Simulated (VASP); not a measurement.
Runs of VASP 6.6.1 on Ta. The structure is that of space group I4/mmm (No. 139), or close to it. The cells are those of the table. 

| cell | gap on the mesh (eV) | pressure (GPa) |
| --- | --- | --- |
| a = 2.897 Å, angles 103.5, 103.5, 122.2°, 1 atom | none | (a) |
| a = 2.866 Å, angles 112.1, 112.1, 104.2°, 1 atom | none | 2.0 |
| a = 2.864 Å, angles 107.3, 107.3, 113.9°, 1 atom | none | 1.7 |
| a = 2.906 Å, angles 117.3, 117.3, 94.8°, 1 atom | none | 6.3 |

Alike in all rows: task single point; level r2SCAN; potentials or basis VASP PAW PBE potentials, release 64 (Ta_pv); no spin polarisation; k mesh 22 × 22 × 22; cutoff (eV) 520; smearing gaussian 0.15 eV.

Estimate the missing entries.

(a) 6.4.

Caveats: the PAW data sets were made with another functional, which shifts forces and pressure a little; spin-orbit coupling is left out, which moves the levels of the heavy elements; the stress differs along the axes, from -4 to 26 GPa (at least some runs); the stress differs along the axes, from -4 to 5 GPa (at least some runs); the stress differs along the axes, from -1 to 6 GPa (at least some runs); the stress differs along the axes, from -3 to 11 GPa (at least some runs).

A k mesh can miss the band edges, and the runs leave out spin-orbit coupling on Ta.

A gap of «none» marks levels without a gap at the run's occupations.
